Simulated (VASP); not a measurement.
# CaLa3 (Pm-3m) in VASP: further runs, part 2 of 2

VASP 6.6.1. The steps go on from the part before.

**4. Relaxation of cell and atoms, PBE**

The input, INCAR:

```
ALGO = Fast ; EDIFF = 1E-6
EDIFFG = -0.04 ; ENCUT = 600
GGA = PE ; IBRION = 2
ISIF = 3 ; ISMEAR = 0
LASPH = True ; LCHARG = False
LREAL = False ; LWAVE = False
NELM = 60 ; NSW = 90
PREC = Accurate ; SIGMA = 0.1
```

The input, KPOINTS:

```
k-points
0
Gamma
  4 4 4
```

The input, POSCAR:

```
CaLa3
1.0
    4.5955398700      0.0000000000      0.0000000000
    0.0000000000      4.5955398700      0.0000000000
    0.0000000000      0.0000000000      4.5955398700
Ca La
1 3
Direct
    0.0000000000      0.0000000000      0.0000000000
    0.0000000000      0.5000000000      0.5000000000
    0.5000000000      0.0000000000      0.5000000000
    0.5000000000      0.5000000000      0.0000000000
```

Potentials or basis: VASP PAW PBE potentials, release 64 (Ca_sv, La).

Launch:

```sh
> cat potpaw_PBE.64/Ca_sv/POTCAR potpaw_PBE.64/La/POTCAR > POTCAR
> mpirun -np 1 vasp_std > vasp.out
```

OUTCAR:

```text
EDIFF = 1E-6
   EDIFFG = -0.04
   ENCUT = 600
   GGA = PE
   IBRION = 2
   ISIF = 3
   ISMEAR = 0
   LASPH = True
   LREAL = False
   NELM = 60
   NSW = 90
   PREC = Accurate

 ion  position               nearest neighbor table
   1  0.000  0.000  0.000-   2 3.25   3 3.25   4 3.25   2 3.25   3 3.25   2 3.25   4 3.25   2 3.25
                             3 3.25   4 3.25   3 3.25   4 3.25
   2  0.000  0.500  0.500-   1 3.25   3 3.25   4 3.25   1 3.25   4 3.25   1 3.25   3 3.25   1 3.25
                             3 3.25   4 3.25   4 3.25   3 3.25
   3  0.500  0.000  0.500-   1 3.25   2 3.25   4 3.25   1 3.25   4 3.25   2 3.25   4 3.25   4 3.25
                             1 3.25   2 3.25   1 3.25   2 3.25
   4  0.500  0.500  0.000-   1 3.25   2 3.25   3 3.25   2 3.25   3 3.25   1 3.25   3 3.25   3 3.25
                             1 3.25   2 3.25   2 3.25   1 3.25

  LATTYP: Found a simple cubic cell.
 ALAT       =     4.5955398700

  Lattice vectors:

 A1 = (   4.5955398700,   0.0000000000,   0.0000000000)
 A2 = (   0.0000000000,   4.5955398700,   0.0000000000)
 A3 = (   0.0000000000,   0.0000000000,   4.5955398700)

Analysis of symmetry for initial positions (statically):
=====================================================================
 Subroutine PRICEL returns:
 Original cell was already a primitive cell.

 Routine SETGRP: Setting up the symmetry group for a
 simple cubic supercell.

 Subroutine GETGRP returns: Found 48 space group operations
 (whereof 48 operations were pure point group operations)
 out of a pool of 48 trial point group operations.

The static configuration has the point symmetry O_h .

Analysis of symmetry for dynamics (positions and initial velocities):
=====================================================================
 Subroutine PRICEL returns:
 Original cell was already a primitive cell.

 Routine SETGRP: Setting up the symmetry group for a
 simple cubic supercell.

 Subroutine GETGRP returns: Found 48 space group operations
 (whereof 48 operations were pure point group operations)
 out of a pool of 48 trial point group operations.
[... 105 lines left out ...]
   ISMEAR =     0;   SIGMA  =   0.10  broadening in eV -4-tet -1-fermi 0-gaus
   EFERMI_NEDOS =   21; number of points for ismear=-14 and -15
   IALGO  =     68    algorithm
   IMIX   =      4    mixing-type and parameters
     AMIX     =   0.40;   BMIX     =  1.00
     AMIX_MAG =   1.60;   BMIX_MAG =  1.00
  volume/ion in A,a.u.               =      24.26       163.74
  Fermi-wavevector in a.u.,A,eV,Ry     =   1.248038  2.358450 21.192416  1.557599
  Thomas-Fermi vector in A             =   2.382143
   LORBIT       =      0    0 simple, 1 ext, 2 COOP (PROOUT), +10 PAW based schemes
   GGA     = PE    functional components
   LHFCALC =     F    Hartree Fock is set to
   AEXX    =    0.0000 exact exchange contribution
   IVDW    =     0    specifies the selected vdW correction
   LEPSILON=     F    determine dielectric tensor
   LRPA    =     F    only Hartree local field effects (RPA)
 conjugate gradient relaxation of ions
 non-spin polarized calculation
 RMM-DIIS sequential band-by-band and
 Gauss-broadening in eV      SIGMA  =   0.10
  energy-cutoff  :      600.00
  volume of cell :       97.05
 maximum number of plane-waves:      3243
 NGX is ok and might be reduce to    40
   NGX = 19   NGY = 19   NGZ = 19

--------------------------------------- Ionic step        1  -------------------------------------------

 number of electron      43.0000001 magnetization

 Free energy of the ion-electron system (eV)
  ---------------------------------------------------
  ext. energy  EPLUGINS =         0.00000000
  ---------------------------------------------------
  free energy    TOTEN  =       -13.74240971 eV

  energy without entropy =      -13.72476180  energy(sigma->0) =      -13.73358575

------------------------ aborting loop EDIFF was not reached (unconverged)  ----------------------------

  FORCE on cell =-STRESS in cart. coord.  units (eV):
  Direction    XX          YY          ZZ          XY          YZ          ZX
  --------------------------------------------------------------------------------------
  -------------------------------------------------------------------------------------
  Total       12.3364058     12.3364058     12.3364058     -0.0000000      0.0000000      0.0000000
  in kB      203.6524383    203.6524383    203.6524383     -0.0000000      0.0000000      0.0000000
  external PRESSURE =     203.6524383 kB  Pullay stress =       0.0000000 kB
[... 959 lines left out ...]
     24      12.5366      2.00000
     25      13.7959      2.00000

[... ionic steps 4 to 12 ...]

--------------------------------------- Ionic step       13  -------------------------------------------

 number of electron      42.9999991 magnetization

------------------------ aborting loop because EDIFF is reached ----------------------------------------
[... 71 lines left out ...]
--------------------------------------- Ionic step       15  -------------------------------------------

 number of electron      42.9999984 magnetization

 Free energy of the ion-electron system (eV)
  ---------------------------------------------------
  ext. energy  EPLUGINS =         0.00000000
  ---------------------------------------------------
  free energy    TOTEN  =       -16.36382056 eV

  energy without entropy =      -16.34254353  energy(sigma->0) =      -16.35318204

 E-fermi :   6.2860     XC(G=0):  -9.1515

 val. band max:        6.1892407475   @ k =   0.5000   0.0000   0.0000
 cond. band min:       6.3119716687   @ k =   0.5000   0.2500   0.0000
 fundamental gap:      0.1227309212
 Fermi energy:         6.2860163338
[... 309 lines left out ...]
  FREE ENERGIE OF THE ION-ELECTRON SYSTEM (eV)
  ---------------------------------------------------
  free  energy   TOTEN  =       -16.3638205588 eV

  energy  without entropy=      -16.3425435262  energy(sigma->0) =      -16.35318204

 reached required accuracy - stopping structural energy minimisation
```

OSZICAR:

```text
N       E                     dE             d eps       ncg     rms          rms(c)
DAV:   1     0.591695721813E+03    0.59170E+03   -0.16986E+04   500   0.287E+03
DAV:   2     0.116499647728E+03   -0.47520E+03   -0.47023E+03   740   0.511E+02
DAV:   3     0.152265021594E+01   -0.11498E+03   -0.11388E+03   972   0.291E+02
[... 641 lines left out ...]
RMM:  25    -0.163365632798E+02   -0.82256E-05   -0.18771E-04   433   0.830E-02    0.150E-02
RMM:  26    -0.163365458229E+02    0.17457E-04    0.67408E-05   412   0.831E-02    0.150E-02
RMM:  27    -0.163365485842E+02   -0.27613E-05   -0.13898E-04   402   0.819E-02    0.153E-02
RMM:  28    -0.163365270462E+02    0.21538E-04    0.10348E-04   392   0.834E-02    0.154E-02
RMM:  29    -0.163365255589E+02    0.14873E-05   -0.10195E-04   387   0.836E-02    0.156E-02
RMM:  30    -0.163365005377E+02    0.25021E-04    0.13276E-04   390
```

CONTCAR:

```text
CaLa3
   1.00000000000000
     5.3256958975806015    0.0000000000000000    0.0000000000000000
    -0.0000000000000000    5.3256958975806015    0.0000000000000000
    -0.0000000000000000   -0.0000000000000000    5.3256958975806015
  Ca              La
     1     3
Direct
     0.0000000000000000    0.0000000000000000    0.0000000000000000
     0.0000000000000000    0.5000000000000000    0.5000000000000000
     0.5000000000000000    0.0000000000000000    0.5000000000000000
     0.5000000000000000    0.5000000000000000    0.0000000000000000

  0.00000000E+00  0.00000000E+00  0.00000000E+00
  0.00000000E+00  0.00000000E+00  0.00000000E+00
  0.00000000E+00  0.00000000E+00  0.00000000E+00
  0.00000000E+00  0.00000000E+00  0.00000000E+00
```

It took 28 min on 1 thread of Intel Xeon Platinum 8488C (Sapphire Rapids), shared host; peak memory 0.28 GiB.

What came out:

* Free energy: -16.3638 eV
* Relaxed volume: 37.76 Å³/atom
* Relaxed cell: a = 5.326 Å, b = 5.326 Å, c = 5.326 Å, α = 90.00°, β = 90.00°, γ = 90.00°
* Space group after relaxing (to 0.1 Å): Pm-3m (No. 221)
* Pressure after relaxing: 0.0 GPa
* Band gap on the k mesh: zero (an odd number of electrons rules out a gap without spin polarisation)

Final structure:
```cif
data_structure
_symmetry_space_group_name_H-M 'P 1'
_symmetry_Int_Tables_number 1
_cell_length_a 5.3257
_cell_length_b 5.3257
_cell_length_c 5.3257
_cell_angle_alpha 90.000
_cell_angle_beta 90.000
_cell_angle_gamma 90.000
_cell_volume 151.05
loop_
_atom_site_label
_atom_site_type_symbol
_atom_site_fract_x
_atom_site_fract_y
_atom_site_fract_z
_atom_site_occupancy
Ca1 Ca 0.00000 0.00000 0.00000 1
La1 La 0.00000 0.50000 0.50000 1
La2 La 0.50000 0.00000 0.50000 1
La3 La 0.50000 0.50000 0.00000 1
```

Levels at points of the mesh, in eV from the Fermi level:
| k point | band 19 | band 20 | band 21 | band 22 | band 23 | band 24 |
| --- | --- | --- | --- | --- | --- | --- |
| (0.00, 0.00, 0.00) | -1.29 | -1.29 | -0.87 | -0.87 | -0.87 | 1.45 |
| (0.50, 0.00, 0.00) | -0.88 | -0.28 | -0.10 | 0.15 | 0.15 | 0.37 |
| (0.50, 0.50, 0.00) | -0.72 | -0.23 | 0.13 | 0.26 | 0.26 | 0.55 |
| (0.50, 0.50, 0.50) | -1.25 | -1.25 | 1.24 | 1.28 | 1.28 | 1.31 |

Caveat: the volume moved by over 15 % at a fixed basis, so the end points are rough; spin-orbit coupling is left out, which moves the levels of the heavy elements.

**5. The runs side by side**

```tsv
task	cell	cutoff (eV)	gap on the mesh (eV)	pressure (GPa)
single point	a = 4.596 Å, 4 atoms	520	none	20.7
single point	a = 5.314 Å, 4 atoms	520	none	0.2
relaxation of cell and atoms	relaxed from a = 4.596 Å, 4 atoms	600	none	0.0
```

Alike in all rows: level PBE; potentials or basis VASP PAW PBE potentials, release 64 (Ca_sv, La); no spin polarisation; k mesh 4 × 4 × 4; smearing gaussian 0.1 eV.

Caveats: spin-orbit coupling is left out, which moves the levels of the heavy elements; the cell stands under pressure (at least some runs); the volume moved by over 15 % at a fixed basis, so the end points are rough (at least some runs).

Absolute energies hang on the potentials; compare differences alone.
